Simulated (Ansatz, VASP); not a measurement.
One calculation of HfH3F, two programs

```
Hf H F
1.0
    -1.60087    1.60087    3.77914
     1.60087   -1.60087    3.77914
     1.60087    1.60087   -3.77914
Hf H F
1 3 1
Direct
  0.25000 0.75000 0.50000
  0.61006 0.61006 0.00000
  0.38994 0.38994 0.00000
  0.75000 0.25000 0.50000
  0.00000 0.00000 0.00000
```

Change from the starting cell: species swapped into the LaGa3Cu type (I-4m2, No. 119).

Alike in both runs: functional PBE; k mesh 5 × 5 × 5; occupations gaussian, width 0.15 eV; no spin polarisation.

Ansatz relaxed the structure, and its values are those at the end. VASP's run is a single point on that final structure, the one shown.

|  | VASP | Ansatz |
| --- | --- | --- |
| version | VASP 6.6.1 | Ansatz 0.2.0 |
| potentials or method | VASP PAW PBE potentials, release 64 (Hf_pv, H, F), cutoff 600 eV | scalar-relativistic, plane waves, PAW |
| valence electrons in the cell | 20 | 36 |

Ansatz gave:

```
gap on the k mesh at the Fermi level (eV) : 0.92
least direct gap on the mesh (eV)         : 1.45
pressure (GPa)                            : 0.0
rms of the force components (eV/Å)        : 0.001
```

Problem. Which values does VASP return?

Solution. gap on the k mesh at the Fermi level (eV): 0.92; least direct gap on the mesh (eV): 1.46; pressure (GPa): -1.4; rms of the force components (eV/Å): 0.008.

With one functional, cell and mesh, what is left measures potentials, basis and numerics. VASP's potentials hold 20 valence electrons a cell and Ansatz's 36, so a difference there can come from the potentials and not from the codes.

The k mesh is coarse, so the values compare programs but aren't converged. Spin-orbit coupling is off throughout.
